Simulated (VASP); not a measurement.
Write the native input for VASP 6.6.1 that does the following.

```
Task                   : single point
Functional             : LDA
Potentials or basis    : VASP PAW LDA potentials, release 64 (Ir_sv_GW)
Cutoff                 : 500 eV
k mesh                 : 22 × 22 × 22
Occupations            : gaussian, width 0.15 eV
Spin                   : no spin polarisation
Dipole correction      : no
Second run             : valence_matched
Further INCAR settings : ALGO = Normal; EDIFF = 1e-06; NBANDS = 14
```

The structure of Ir lies in POSCAR:

```
Ir
1.0
    0.0000000000      1.8060924268      1.9511216487
    1.8060924268      0.0000000000      1.9511216487
    1.8060924268      1.8060924268      0.0000000000
Ir
1
Direct
    0.0000000000      0.0000000000      0.0000000000
```

This cell differs from its parent crystal: volume 12.729 Å^3 an atom, c/a of the conventional cell 1.0803.

One way to write it, as run:

INCAR

```
PREC = Accurate
ENCUT = 500
EDIFF = 1E-6
ISMEAR = 0
SIGMA = 0.15
LREAL = F
LASPH = T
NELM = 120
ALGO = Normal
ISIF = 2
LWAVE = F
LCHARG = F
NBANDS = 14
GGA_COMPAT = F
```

KPOINTS

```
regular mesh
0
Gamma
  22 22 22
```

Potentials or basis: VASP PAW LDA potentials, release 64 (Ir_sv_GW).

Launch:

```bash
$ cat potpaw_LDA.64/Ir_sv_GW/POTCAR > POTCAR
$ mpirun -np 1 vasp_std > vasp.out
```

Results of the run:

```yaml
Pressure: 42.0 GPa
```

It took 46 s on 1 thread of Intel(R) Xeon(R) 6975P-C (Granite Rapids) (shared host), peak memory 0.25 GiB.
